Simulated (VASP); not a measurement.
# NiO2: single point with LDA

The system is NiO2.

```xyz
3
Lattice="2.8941 0.0000 0.0000 -1.4470 2.5063 0.0000 0.0000 0.0000 3.8332" Properties=species:S:1:pos:R:3 pbc="T T T"
Ni    0.0000    0.0000    1.9166
O     1.4470    0.8354    2.6635
O     0.0000    1.6709    1.1697
```

This cell differs from its parent crystal: atoms shifted along a free coordinate, c/a of the conventional cell at fixed volume 1.3245.

```yaml
Program: VASP 6.6.1
Task: single point
Functional: LDA
Potentials_or_basis: VASP PAW LDA potentials, release 64 (Ni_sv_GW, O)
Cutoff: 700 eV
k_mesh: 12 × 12 × 6
Occupations: gaussian, width 0.05 eV
Spin: no spin polarisation
```

* Pressure: 6.2 GPa
* Largest force: 2.114 eV/Å
* Band gap on the k mesh: 0.42 eV (least direct gap 0.79 eV)

Forces on the atoms (eV/Å):
```
Ni   0.000  0.000  0.000
O    0.000  0.000  2.114
O    0.000  0.000 -2.114
```

Stress tensor (GPa, compression positive):
```
 0.53  0.00  0.00
 0.00  0.53  0.00
 0.00  0.00 17.61
```

Levels at points of the mesh, in eV from the valence-band top:
```csv
k point,band 12,band 13,band 14,band 15,band 16,band 17,band 18,band 19
"(0.00, 0.00, 0.00)",-1.79,-1.79,-0.95,-0.27,2.01,2.01,7.45,10.73
"(0.50, 0.00, 0.00)",-2.37,-2.30,-2.24,-1.17,0.96,2.20,11.80,12.48
"(0.00, 0.00, 0.50)",-2.51,-1.90,-1.90,0.00,2.13,2.13,9.46,10.74
"(0.50, 0.00, 0.50)",-2.38,-2.13,-1.24,-1.14,0.92,1.99,10.32,12.83
```

Run time: 54 s on 1 thread of Intel(R) Xeon(R) 6975P-C (Granite Rapids) (shared host), peak memory 0.24 GiB.

Caveat: the stress differs along the axes, from 1 to 18 GPa; the run has no spin polarisation, though such a crystal can be magnetic; forces of over 1 eV/Å act on the atoms, so gaps and moduli don't describe the material at rest. Spin polarisation is off, so any magnetic state and its effect on volume and gap are missing.
